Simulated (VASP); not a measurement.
# SnGe2P2 (I4/mmm) in VASP: notebook

SnGe2P2 is run at these levels: PBE; tasks: single point.

Everything below comes from runs of VASP 6.6.1. Logs are shortened: lines on timing, memory, paths and dates and some standing lists are left out, and cuts for length are marked.

### Step 1. The cell of the first run

The structure is tetragonal, space group I4/mmm (No. 139). The conventional cell has a = 4.283 Å, b = 4.283 Å, c = 11.978 Å, α = 90.00°, β = 90.00°, γ = 90.00°. Sn (site symmetry 4/mmm) has 10 P at 3.43 to 4.37 Å and 8 Ge at 3.68 Å and 4 Sn at 4.28 Å within 4.5 Å. Within 3.4 Å of Ge (site symmetry -4m2) lie 4 P at 2.55 Å and 4 Ge at 3.03 Å. P (site symmetry 4mm) has 4 Ge at 2.55 Å and 1 P at 3.23 Å within 3.4 Å.

### Step 2. Single point, PBE

INCAR

```
ALGO = Normal ; EDIFF = 1E-6
ENCUT = 520 ; GGA = PE
ISIF = 2 ; ISMEAR = 0
LASPH = True ; LCHARG = False
LREAL = False ; LWAVE = False
NBANDS = 34 ; NELM = 100
PREC = Accurate ; SIGMA = 0.1
```

KPOINTS

```
k-points
0
Gamma
  6 6 6
```

POSCAR

```
SnGe2P2
1.0
   -2.1415034519      2.1415034519      5.9888644988
    2.1415034519     -2.1415034519      5.9888644988
    2.1415034519      2.1415034519     -5.9888644988
Sn Ge P
1 2 2
Direct
    0.0000000000      0.0000000000      0.0000000000
    0.7500000000      0.2500000000      0.5000000000
    0.2500000000      0.7500000000      0.5000000000
    0.3651057875      0.3651057875      0.0000000000
    0.6348942125      0.6348942125      0.0000000000
```

Potentials or basis: VASP PAW PBE potentials, release 64 (Sn_d, Ge_d, P).

On the command line:

```sh
> cat potpaw_PBE.64/Sn_d/POTCAR potpaw_PBE.64/Ge_d/POTCAR potpaw_PBE.64/P/POTCAR > POTCAR
> mpirun -np 1 vasp_std > vasp.out
```

OUTCAR:

```text
EDIFF = 1E-6
   ENCUT = 520
   GGA = PE
   ISIF = 2
   ISMEAR = 0
   LASPH = True
   LREAL = False
   NELM = 100
   PREC = Accurate

 ion  position               nearest neighbor table
   1  0.000  0.000  0.000-
   2  0.750  0.250  0.500-   4 2.55   5 2.55   4 2.55   5 2.55
   3  0.250  0.750  0.500-   4 2.55   5 2.55   4 2.55   5 2.55
   4  0.365  0.365  0.000-   2 2.55   3 2.55   3 2.55   2 2.55
   5  0.635  0.635  0.000-   3 2.55   2 2.55   2 2.55   3 2.55

  LATTYP: Found a body centered tetragonal cell.
 ALAT       =     4.2830069038
 C/A-ratio  =     2.7965700889

  Lattice vectors:

 A1 = (  -2.1415034519,   2.1415034519,   5.9888644988)
 A2 = (   2.1415034519,  -2.1415034519,   5.9888644988)
 A3 = (   2.1415034519,   2.1415034519,  -5.9888644988)

Analysis of symmetry for initial positions (statically):
=====================================================================
 Subroutine PRICEL returns:
 Original cell was already a primitive cell.

 Routine SETGRP: Setting up the symmetry group for a
 body centered tetragonal supercell.

 Subroutine GETGRP returns: Found 16 space group operations
 (whereof 16 operations were pure point group operations)
 out of a pool of 16 trial point group operations.

The static configuration has the point symmetry D_4h.

Analysis of symmetry for dynamics (positions and initial velocities):
=====================================================================
 Subroutine PRICEL returns:
 Original cell was already a primitive cell.

 Routine SETGRP: Setting up the symmetry group for a
 body centered tetragonal supercell.

 Subroutine GETGRP returns: Found 16 space group operations
 (whereof 16 operations were pure point group operations)
 out of a pool of 16 trial point group operations.

The dynamic configuration has the point symmetry D_4h.

 Subroutine INISYM returns: Found 16 space group operations
 (whereof 16 operations are pure point group operations),
 and found     1 'primitive' translations

----------------------------------------------------------------------------------------

                                     Primitive cell

  volume of cell :     109.8606
[... 86 lines left out ...]
   PREC   = accura    normal or accurate (medium, high low for compatibility)
   ISTART =      0    job   : 0-new  1-cont  2-samecut
   ICHARG =      2    charge: 1-file 2-atom 10-const
   ISPIN  =      1    spin polarized calculation?
   LNONCOLLINEAR =      F non collinear calculations
   LSORBIT =      F    spin-orbit coupling
   LASPH  =      T    aspherical Exc in radial PAW
   ENCUT  =  520.0 eV  38.22 Ry    6.18 a.u.  12.48 12.48 12.48*2*pi/ulx,y,z
   NELM   =    100;   NELMIN=  2; NELMDL= -5     # of ELM steps
   EDIFF  = 0.1E-05   stopping-criterion for ELM
   LREAL  =      F    real-space projection
   EDIFFG = 0.1E-04   stopping-criterion for IOM
   NSW    =      0    number of steps for IOM
   IBRION =     -1    ionic relax: 0-MD 1-quasi-New 2-CG
   NFREE  =      0    steps in history (QN), initial steepest desc. (CG)
   ISIF   =      2    stress and relaxation
   ISYM   =      2    0-nonsym 1-usesym 2-fastsym
   POTIM  = 0.5000    time-step for ionic-motion
   TEBEG  =    0.0;   TEEND  =   0.0 temperature during run
   PSTRESS=    0.0 pullay stress
   NELECT =      52.0000    total number of electrons
   NUPDOWN=      -1.0000    fix difference up-down
   EMIN   =  10.00;   EMAX   =-10.00  energy-range for DOS
   EFERMI =   0.00;   METHOD = LEGACY
   ISMEAR =     0;   SIGMA  =   0.10  broadening in eV -4-tet -1-fermi 0-gaus
   EFERMI_NEDOS =   21; number of points for ismear=-14 and -15
   IALGO  =     38    algorithm
   IMIX   =      4    mixing-type and parameters
     AMIX     =   0.40;   BMIX     =  1.00
     AMIX_MAG =   1.60;   BMIX_MAG =  1.00
  volume/ion in A,a.u.               =      21.97       148.28
  Fermi-wavevector in a.u.,A,eV,Ry     =   1.275837  2.410983 22.147028  1.627761
  Thomas-Fermi vector in A             =   2.408527
   LORBIT       =      0    0 simple, 1 ext, 2 COOP (PROOUT), +10 PAW based schemes
   GGA     = PE    functional components
   LHFCALC =     F    Hartree Fock is set to
   AEXX    =    0.0000 exact exchange contribution
   IVDW    =     0    specifies the selected vdW correction
   LEPSILON=     F    determine dielectric tensor
   LRPA    =     F    only Hartree local field effects (RPA)
 non-spin polarized calculation
 Gauss-broadening in eV      SIGMA  =   0.10
  energy-cutoff  :      520.00
  volume of cell :      109.86
 maximum number of plane-waves:      2990
 NGX is ok and might be reduce to    50
   NGX = 25   NGY = 25   NGZ = 25

 number of electron      51.9999997 magnetization

 Free energy of the ion-electron system (eV)
  ---------------------------------------------------
  ext. energy  EPLUGINS =         0.00000000
  ---------------------------------------------------
  free energy    TOTEN  =       -21.86476693 eV

  energy without entropy =      -21.85133729  energy(sigma->0) =      -21.85805211

 E-fermi :   6.4466     XC(G=0): -10.2123

 val. band max:        6.4170550959   @ k =   0.1667   0.1667   0.1667
 cond. band min:       6.4477723358   @ k =  -0.3333   0.1667   0.0000
 fundamental gap:      0.0307172400
 Fermi energy:         6.4465668631

 k-point     1 :       0.0000    0.0000    0.0000
  band No.  band energies     occupation
      1     -18.5411      2.00000
      2     -18.5258      2.00000
      3     -18.4934      2.00000
      4     -18.4934      2.00000
      5     -18.4934      2.00000
      6     -18.4648      2.00000
[... 877 lines left out ...]
     33      10.2813      0.00000
     34      10.8634      0.00000

 [... further k-points ...]
[... 5 lines left out ...]
  --------------------------------------------------------------------------------------
  -------------------------------------------------------------------------------------
  Total        0.0728268      0.0728268      0.0034474      0.0000000      0.0000000      0.0000000
  in kB        1.0620857      1.0620857      0.0502753      0.0000000      0.0000000      0.0000000
  external PRESSURE =       0.7248156 kB  Pullay stress =       0.0000000 kB

 VOLUME and BASIS-vectors are now :
 -----------------------------------------------------------------------------
  energy-cutoff  :      520.00
  volume of cell :      109.86
      direct lattice vectors                 reciprocal lattice vectors
    -2.141503452  2.141503452  5.988864499     0.000000000  0.233480828  0.083488281
     2.141503452 -2.141503452  5.988864499     0.233480828  0.000000000  0.083488281
     2.141503452  2.141503452 -5.988864499     0.233480828  0.233480828  0.000000000

 POSITION                                       TOTAL-FORCE (eV/Angst)
 -----------------------------------------------------------------------------------
      0.00000      0.00000      0.00000         0.000000      0.000000     -0.000000
      0.00000      2.14150      2.99443         0.000000      0.000000      0.000000
      2.14150      0.00000      2.99443         0.000000      0.000000      0.000000
      0.00000      0.00000      4.37314        -0.000000     -0.000000      0.001745
      0.00000      0.00000      7.60459         0.000000      0.000000     -0.001745
 -----------------------------------------------------------------------------------
    total drift:                               -0.000000      0.000000      0.000000

  FREE ENERGIE OF THE ION-ELECTRON SYSTEM (eV)
  ---------------------------------------------------
  free  energy   TOTEN  =       -21.8647669267 eV

  energy  without entropy=      -21.8513372879  energy(sigma->0) =      -21.85805211
```

OSZICAR:

```text
N       E                     dE             d eps       ncg     rms          rms(c)
DAV:   1     0.473108090156E+03    0.47311E+03   -0.25127E+04  2378   0.310E+03
DAV:   2     0.655256756321E+02   -0.40758E+03   -0.39463E+03  2040   0.753E+02
DAV:   3    -0.172520371925E+02   -0.82778E+02   -0.81322E+02  2438   0.203E+02
DAV:   4    -0.221940477926E+02   -0.49420E+01   -0.48794E+01  2376   0.552E+01
DAV:   5    -0.223327114262E+02   -0.13866E+00   -0.13849E+00  2586   0.982E+00    0.626E+00
DAV:   6    -0.218799764642E+02    0.45273E+00   -0.10510E+00  2522   0.457E+00    0.353E+00
DAV:   7    -0.218699371165E+02    0.10039E-01   -0.25803E-01  2520   0.207E+00    0.136E+00
DAV:   8    -0.218652971400E+02    0.46400E-02   -0.31638E-02  2378   0.101E+00    0.314E-01
DAV:   9    -0.218647217989E+02    0.57534E-03   -0.40541E-03  2392   0.312E-01    0.102E-01
DAV:  10    -0.218647623705E+02   -0.40572E-04   -0.43886E-04  2490   0.117E-01    0.485E-02
DAV:  11    -0.218647671006E+02   -0.47301E-05   -0.53158E-05  2402   0.463E-02    0.170E-02
DAV:  12    -0.218647666026E+02    0.49799E-06   -0.11370E-05  2542   0.204E-02    0.722E-03
DAV:  13    -0.218647669267E+02   -0.32410E-06   -0.13223E-06  1560   0.715E-03
   1 F= -.21864767E+02 E0= -.21858052E+02  d E =-.134296E-01
```

Run time: 2.5 min. Hardware: 1 thread of Intel Xeon Platinum 8375C at 2.90GHz (Ice Lake), shared host; peak memory 0.4 GiB.

Results:

```yaml
Free_energy: -21.8648 eV
Pressure: 0.1 GPa
Band_gap_on_the_k_mesh: zero (band 26 reaches 7.16 eV, above the bottom of band 27 at 6.01 eV)
```

Levels at points of the mesh, in eV from the Fermi level:
```tsv
k point	band 23	band 24	band 25	band 26	band 27	band 28	band 29	band 30
(0.00, 0.00, 0.00)	-2.60	-2.60	-2.52	0.17	0.35	1.21	1.70	1.70
(0.50, 0.00, 0.00)	-3.39	-2.50	-1.61	-1.15	0.86	1.02	1.89	2.66
(0.50, 0.50, 0.00)	-4.10	-3.63	-1.89	0.19	1.05	1.67	1.80	4.09
(0.50, 0.50, 0.50)	-2.13	-1.88	-1.88	-0.45	0.18	0.58	0.97	0.97
```

Caveat: spin-orbit coupling is left out, which moves the levels of the heavy elements.

### Step 3. Single point, PBE

This run uses another cell than the first one, of 19.19 Å³/atom, 0.873 times its volume.

INCAR

```
SYSTEM = SnGe2P2
PREC = Accurate
ENCUT = 520
EDIFF = 1E-6
ISMEAR = 0
SIGMA = 0.1
LREAL = .FALSE.
LASPH = .TRUE.
NELM = 100
ALGO = Normal
ISIF = 2
LWAVE = .FALSE.
LCHARG = .FALSE.
GGA = PE
NBANDS = 34
```

KPOINTS

```
regular mesh
0
G
  6 6 6
  0 0 0
```

POSCAR

```
SnGe2P2
1.0
   -1.8979509900      1.8979509900      6.6577885600
    1.8979509900     -1.8979509900      6.6577885600
    1.8979509900      1.8979509900     -6.6577885600
Sn Ge P
1 2 2
Direct
    0.0000000000      0.0000000000      0.0000000000
    0.7500000000      0.2500000000      0.5000000000
    0.2500000000      0.7500000000      0.5000000000
    0.3537000100      0.3537000100      0.0000000000
    0.6462999900      0.6462999900      0.0000000000
```

Potentials or basis: VASP PAW PBE potentials, release 64 (Sn_d, Ge_d, P).

On the command line:

```sh
> cat potpaw_PBE.64/Sn_d/POTCAR potpaw_PBE.64/Ge_d/POTCAR potpaw_PBE.64/P/POTCAR > POTCAR
> mpirun -np 1 vasp_std > vasp.out
```

It took 3.2 min on 1 thread of Intel Xeon Platinum 8375C at 2.90GHz (Ice Lake), shared host; peak memory 0.44 GiB.

Results (log left out):

```
Free energy            : -20.3823 eV
Pressure               : 17.6 GPa
Largest force          : 2.522 eV/Å
Band gap on the k mesh : zero (band 26 reaches 8.33 eV, above the bottom of band 27 at 7.10 eV)
```

Forces on the atoms (eV/Å):
```
Sn   0.000  0.000  0.000
Ge   0.000  0.000  0.000
Ge   0.000  0.000  0.000
P    0.000  0.000  2.522
P    0.000  0.000 -2.522
```

Stress tensor (GPa, compression positive):
```
21.41  0.00  0.00
 0.00 21.41  0.00
 0.00  0.00  9.99
```

Levels at points of the mesh, in eV from the Fermi level:
| k point | band 24 | band 25 | band 26 | band 27 | band 28 | band 29 |
| --- | --- | --- | --- | --- | --- | --- |
| (0.00, 0.00, 0.00) | -2.59 | -2.59 | -0.67 | 0.24 | 2.62 | 2.62 |
| (0.50, 0.00, 0.00) | -2.95 | -2.06 | -1.13 | 0.63 | 1.29 | 1.91 |
| (0.50, 0.50, 0.00) | -5.10 | -2.38 | -0.58 | -0.48 | 0.76 | 0.86 |
| (0.50, 0.50, 0.50) | -2.28 | -1.33 | -1.18 | -0.34 | 0.38 | 1.22 |

Caveat: the k points lie up to 0.39 Å⁻¹ apart; spin-orbit coupling is left out, which moves the levels of the heavy elements; forces of over 1 eV/Å act on the atoms, so gaps and moduli don't describe the material at rest.
